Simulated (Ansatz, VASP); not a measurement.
## CdS: VASP beside Ansatz

```
CELL_PARAMETERS angstrom
0.00000 2.74738 2.74738
2.74738 0.00000 2.74738
2.74738 2.74738 0.00000
ATOMIC_POSITIONS crystal
Cd 0.00000 0.00000 0.00000
S 0.50000 0.50000 0.50000
```

Alike in both runs: functional PBE; k mesh 14 × 14 × 14; occupations fermi-dirac, width 0.08 eV; no spin polarisation.

Ansatz relaxed the structure, and its values are those at the end. VASP's run is a single point on that final structure, the one shown.

```csv
,VASP,Ansatz
version,VASP 6.6.1,Ansatz 0.2.0
potentials or method,"VASP PAW PBE potentials, release 64 (Cd, S)","PAW with Ansatz's default frozen-core files, scalar-relativistic"
plane-wave cutoff (eV),520,420
valence electrons in the cell,18,26
```

|  | VASP | Ansatz | Ansatz less VASP |
| --- | --- | --- | --- |
| pressure (GPa) | 0.4 | 0.0 | -0.37 |

VASP's potentials hold 18 valence electrons a cell and Ansatz's 26, so a difference there can come from the potentials and not from the codes.
